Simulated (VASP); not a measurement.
# Ag (Fm-3m) in VASP: further runs, part 3 of 3

VASP 6.6.1. The steps go on from the part before.

### 6 Relaxation of cell and atoms, LDA, target pressure 4 GPa, at which the enthalpy is minimised

This run uses another cell than the first one, of 16.01 Å³/atom, 1.007 times its volume.

File INCAR:

```
SYSTEM = Ag
PREC = Accurate
ENCUT = 600
EDIFF = 1E-6
ISMEAR = -1
SIGMA = 0.05
LREAL = .FALSE.
LASPH = .TRUE.
NELM = 60
ALGO = Normal
ISIF = 3
LWAVE = .FALSE.
LCHARG = .FALSE.
GGA = CA
IBRION = 2
NSW = 100
EDIFFG = -0.002
PSTRESS = 40.0
```

File KPOINTS:

```
regular mesh
0
G
  24 24 24
  0 0 0
```

File POSCAR:

```
Ag
1.0
    0.0000000000      2.0004778691      2.0004778691
    2.0004778691      0.0000000000      2.0004778691
    2.0004778691      2.0004778691      0.0000000000
Ag
1
Direct
    0.0000000000      0.0000000000      0.0000000000
```

Potentials or basis: VASP PAW LDA potentials, release 64 (Ag).

Started as:

```sh
$ cat potpaw_LDA.64/Ag/POTCAR > POTCAR
$ mpirun -np 1 vasp_std > vasp.out
```

OUTCAR:

```text
SYSTEM = Ag
   PREC = Accurate
   ENCUT = 600
   EDIFF = 1E-6
   ISMEAR = -1
   LREAL = .FALSE.
   LASPH = .TRUE.
   NELM = 60
   ISIF = 3
   GGA = CA
   IBRION = 2
   NSW = 100
   EDIFFG = -0.002
   PSTRESS = 40.0

 ion  position               nearest neighbor table
   1  0.000  0.000  0.000-

  LATTYP: Found a face centered cubic cell.
 ALAT       =     4.0009557382

  Lattice vectors:

 A1 = (   0.0000000000,   2.0004778691,   2.0004778691)
 A2 = (   2.0004778691,   0.0000000000,   2.0004778691)
 A3 = (   2.0004778691,   2.0004778691,   0.0000000000)

Analysis of symmetry for initial positions (statically):
=====================================================================
 Subroutine PRICEL returns:
 Original cell was already a primitive cell.

 Routine SETGRP: Setting up the symmetry group for a
 face centered cubic supercell.

 Subroutine GETGRP returns: Found 48 space group operations
 (whereof 48 operations were pure point group operations)
 out of a pool of 48 trial point group operations.

The static configuration has the point symmetry O_h .

Analysis of symmetry for dynamics (positions and initial velocities):
=====================================================================
 Subroutine PRICEL returns:
 Original cell was already a primitive cell.

 Routine SETGRP: Setting up the symmetry group for a
 face centered cubic supercell.

 Subroutine GETGRP returns: Found 48 space group operations
 (whereof 48 operations were pure point group operations)
 out of a pool of 48 trial point group operations.

The dynamic configuration has the point symmetry O_h .

 Subroutine INISYM returns: Found 48 space group operations
 (whereof 48 operations are pure point group operations),
 and found     1 'primitive' translations

----------------------------------------------------------------------------------------

                                     Primitive cell

  volume of cell :      16.0115

  direct lattice vectors                    reciprocal lattice vectors
[... 110 lines left out ...]
   GGA     = CA    functional components
   LHFCALC =     F    Hartree Fock is set to
   AEXX    =    0.0000 exact exchange contribution
   IVDW    =     0    specifies the selected vdW correction
   LEPSILON=     F    determine dielectric tensor
   LRPA    =     F    only Hartree local field effects (RPA)
 conjugate gradient relaxation of ions
 non-spin polarized calculation
  energy-cutoff  :      600.00
  volume of cell :       16.01
 maximum number of plane-waves:       548
   NGX = 11   NGY = 11   NGZ = 11

--------------------------------------- Ionic step        1  -------------------------------------------

 number of electron      11.0000002 magnetization

 Free energy of the ion-electron system (eV)
  ---------------------------------------------------
  ext. energy  EPLUGINS =         0.00000000
  ---------------------------------------------------
  free energy    TOTEN  =        -3.78452350 eV

  energy without entropy =       -3.78293970  energy(sigma->0) =       -3.78373160

------------------------ aborting loop because EDIFF is reached ----------------------------------------

  FORCE on cell =-STRESS in cart. coord.  units (eV):
  Direction    XX          YY          ZZ          XY          YZ          ZX
  --------------------------------------------------------------------------------------
  -------------------------------------------------------------------------------------
  Total        0.0106689      0.0106689      0.0106689      0.0000000      0.0000000      0.0000000
  in kB        1.0675797      1.0675797      1.0675797      0.0000000      0.0000000      0.0000000
  external PRESSURE =     -38.9324203 kB  Pullay stress =      40.0000000 kB
[... 24 lines left out ...]
--------------------------------------- Ionic step        2  -------------------------------------------

 number of electron      10.9999998 magnetization

 E-fermi :  10.0102     XC(G=0): -13.3013

 val. band max:        9.9552203831   @ k =   0.4583   0.2500   0.0000
 cond. band min:      10.0253287236   @ k =   0.5000   0.1667   0.0417
 fundamental gap:      0.0701083405
 Fermi energy:        10.0102467757

 k-point     1 :       0.0000    0.0000    0.0000
  band No.  band energies     occupation
      1       1.1964      2.00000
      2       4.6984      2.00000
      3       4.6984      2.00000
      4       4.6984      2.00000
      5       5.9992      2.00000
      6       5.9992      2.00000
      7      26.1640      0.00000
      8      30.3908      0.00000
      9      30.3908      0.00000
[... 386 lines left out ...]
--------------------------------------- Ionic step        5  -------------------------------------------

 number of electron      11.0000000 magnetization

 Free energy of the ion-electron system (eV)
  ---------------------------------------------------
  ext. energy  EPLUGINS =         0.00000000
  ---------------------------------------------------
  free energy    TOTEN  =        -3.77949199 eV

  energy without entropy =       -3.77797323  energy(sigma->0) =       -3.77873261

 E-fermi :   9.5004     XC(G=0): -13.1119

 val. band max:        9.4388149195   @ k =   0.4583   0.2500   0.0000
 cond. band min:       9.5240722101   @ k =   0.5000   0.1667   0.0417
 fundamental gap:      0.0852572906
 Fermi energy:         9.5003527047

 k-point     1 :       0.0000    0.0000    0.0000
  band No.  band energies     occupation
      1       0.9529      2.00000
      2       4.3380      2.00000
      3       4.3380      2.00000
      4       4.3380      2.00000
      5       5.5700      2.00000
      6       5.5700      2.00000
      7      25.6324      0.00000
      8      29.6695      0.00000
      9      29.6695      0.00000
[... 308 lines left out ...]
  energy  without entropy=       -3.7779732317  energy(sigma->0) =       -3.77873261

  enthalpy is  TOTEN    =        -3.3898895546 eV   P V=        0.3896024381

 reached required accuracy - stopping structural energy minimisation
```

CONTCAR:

```text
Ag
   1.00000000000000
     0.0000000000000000    1.9834172551168796    1.9834172551168796
     1.9834172551168796   -0.0000000000000000    1.9834172551168796
     1.9834172551168796    1.9834172551168796    0.0000000000000000
  Ag
     1
Direct
     0.0000000000000000    0.0000000000000000    0.0000000000000000

  0.00000000E+00  0.00000000E+00  0.00000000E+00
```

Run time: 55 s. Hardware: 1 thread of Intel Xeon 6975P-C (Granite Rapids), shared host; peak memory 0.2 GiB.

Results:

```
Free energy                                            : -3.7795 eV
Relaxed volume                                         : 15.61 Å³/atom
Relaxed cell                                           : a = 2.805 Å, b = 2.805 Å, c = 2.805 Å, α = 60.00°, β = 60.00°, γ = 60.00°
Space group after relaxing (to 0.05 Å)                 : Fm-3m (No. 225)
Energy change on relaxing (the enthalpy is what falls) : +5.0 meV/atom
Ionic steps                                            : 5
Pressure after relaxing                                : 4.0 GPa
```

Step by step:
```tsv
step	energy change (eV)	largest force (eV/Å)	pressure (GPa)	volume (Å³)
1	0.0000	0.0000	0.11	16.01
2	0.0248	0.0000	9.45	15.13
3	0.0050	0.0000	3.97	15.61
4	0.0052	0.0000	4.04	15.60
5	0.0050	0.0000	3.98	15.61
```

Final structure:
```
Ag
1.0
     0.00000    1.98342    1.98342
     1.98342    0.00000    1.98342
     1.98342    1.98342    0.00000
Ag
1
Direct
  0.00000 0.00000 0.00000
```

Caveat: the cell is relaxed towards a set pressure, so the enthalpy falls and the energy may rise. LDA usually gives volumes a few per cent too small.

### 7 Summary

```csv
task,cell,cutoff (eV),gap on the mesh (eV),pressure (GPa)
single point,"a = 2.822 Å, angles 60.0°, 1 atom",520,none,1.1
single point,"a = 2.829 Å, angles 60.0°, 1 atom",520,none,0.1
relaxation of cell and atoms,"relaxed to 1 GPa from a = 2.829 Å, angles 60.0°, 1 atom",600,none,1.0
relaxation of cell and atoms,"relaxed to 2 GPa from a = 2.829 Å, angles 60.0°, 1 atom",600,none,2.0
relaxation of cell and atoms,"relaxed to 4 GPa from a = 2.829 Å, angles 60.0°, 1 atom",600,none,4.0
```

Alike in all rows: level LDA; potentials or basis VASP PAW LDA potentials, release 64 (Ag); no spin polarisation; k mesh 24 × 24 × 24; smearing fermi-dirac 0.05 eV.

Caveats: the cell is relaxed towards a set pressure, so the enthalpy falls and the energy may rise (some runs).

Total energies depend on the potentials used, so only differences within one code and one set of settings carry meaning.
